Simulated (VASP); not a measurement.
Set up this calculation in VASP 6.6.1, as the native input.

```
Task                   : electric field gradients
Functional             : PBE
Potentials or basis    : VASP PAW PBE potentials, release 64 (Yb)
Cutoff                 : 520 eV
k mesh                 : 11 × 11 × 6
Occupations            : fermi-dirac, width 0.03 eV
Spin                   : no spin polarisation
Dipole correction      : no
Further INCAR settings : ALGO = Normal; EDIFF = 1e-08; NBANDS = 31
```

The structure of Yb lies in POSCAR:

```
Yb
1.0
    3.8013690728      0.0000000000      0.0000000000
   -1.9006845364      3.2920821862      0.0000000000
    0.0000000000      0.0000000000      6.2566478732
Yb
2
Direct
    0.3333333333      0.6666666667      0.2500000000
    0.6666666667      0.3333333333      0.7500000000
```

This isn't the form of Yb at room conditions, which is fcc.

One way to write it, as run:

INCAR

```
SYSTEM = Yb
PREC = Accurate
ENCUT = 520
EDIFF = 1E-8
ISMEAR = -1
SIGMA = 0.03
LREAL = .False.
LASPH = .True.
NELM = 80
ALGO = Normal
ISIF = 2
LWAVE = .False.
LCHARG = .False.
GGA = PE
LEFG = .True.
NBANDS = 31
```

KPOINTS

```
Automatic mesh
0
Gamma
  11 11 6
  0 0 0
```

Potentials or basis: VASP PAW PBE potentials, release 64 (Yb).

The run is started by

```sh
$ cat potpaw_PBE.64/Yb/POTCAR > POTCAR
$ mpirun -np 1 vasp_std > vasp.out
```

Results of the run:

```json
{"Pressure": "-1.9 GPa", "Band gap on the k mesh": "zero (bands 24 and 25 overlap by 0.11 eV)", "Largest electric field gradient by atom": "Yb -6.3 V/Å²"}
```

Caveat: without QUAD_EFG the Cq values of the log hold for a quadrupole moment of 1 mb, not for the nuclei; spin-orbit coupling is left out, which moves the levels of the heavy elements.

Wall time 24 min on 1 thread of Intel Xeon 8259CL, with other jobs on the host, peak memory 0.29 GiB.
